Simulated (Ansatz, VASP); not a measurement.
## One calculation of Na4TeC, two programs

Contents of INCAR:

```
SYSTEM = Na4TeC
PREC = Accurate
ENCUT = 600
EDIFF = 1E-7
ISMEAR = 0
SIGMA = 0.1
LREAL = .False.
LASPH = .True.
NELM = 80
ALGO = Normal
ISIF = 3
LWAVE = .False.
LCHARG = .False.
GGA = PE
IBRION = 2
NSW = 90
EDIFFG = -0.04
```

KPOINTS

```
regular mesh
0
Gamma
  4 4 4
  0 0 0
```

File POSCAR:

```
Na4TeC
1.0
    4.8303937700      0.0000000000      0.0000000000
    0.0000000000      4.8303937700      0.0000000000
    0.0000000000      0.0000000000      6.8312083900
Na Te C
4 1 1
Direct
    0.5000000000      0.0000000000      0.2500000000
    0.0000000000      0.5000000000      0.7500000000
    0.5000000000      0.0000000000      0.7500000000
    0.0000000000      0.5000000000      0.2500000000
    0.5000000000      0.5000000000      0.5000000000
    0.0000000000      0.0000000000      0.0000000000
```

Input for Ansatz:

```yaml
crystal:
  lattice:
    - [4.83039377, 0.0, 0.0]
    - [0.0, 4.83039377, 0.0]
    - [0.0, 0.0, 6.83120839]
  atoms:
    - { symbol: Na, position: [0.5, 0.0, 0.25] }
    - { symbol: Na, position: [0.0, 0.5, 0.75] }
    - { symbol: Na, position: [0.5, 0.0, 0.75] }
    - { symbol: Na, position: [0.0, 0.5, 0.25] }
    - { symbol: Te, position: [0.5, 0.5, 0.5] }
    - { symbol: C, position: [0.0, 0.0, 0.0] }
basis:
  ecutwfc: 420
kpoints:
  mp_grid: { grid: [4, 4, 4] }
hamiltonian:
  xc: pbe
scf:
  occupations: { method: gaussian, width: 0.1 }
  lower_state_search: "off"
output:
  forces: true
  stress: true
  eigenvalues: true
relax:
  adjacent_minimum: "off"
  f_tol: 0.04
  max_steps: 70
  cell: { stress_tol: 0.4 }
```

Alike in both runs: task relaxation of cell and atoms; functional PBE; k mesh 4 × 4 × 4; occupations gaussian, width 0.1 eV; no spin polarisation.

|  | VASP | Ansatz |
| --- | --- | --- |
| version | VASP 6.6.1 | Ansatz 0.2.0 |
| potentials or method | VASP PAW PBE potentials, release 64 (Na_pv, Te, C), cutoff 600 eV | scalar-relativistic, plane waves, PAW |
| valence electrons in the cell | 38 | 56 |

|  | VASP | Ansatz | Ansatz less VASP |
| --- | --- | --- | --- |
| gap on the k mesh at the Fermi level, each at its own relaxed structure (eV) | none | none | - |
| relaxed volume (Å³/atom) | 26.47 | 26.49 | +0.020 |
| relaxed cell length with the largest relative difference (Å) | 6.993 | 6.976 | -0.0170 |

A gap of «none» marks a metal or a gap that the smearing closes. VASP's potentials hold 38 valence electrons a cell and Ansatz's 56, so a difference there can come from the potentials and not from the codes.

Neither program's run includes spin-orbit coupling.
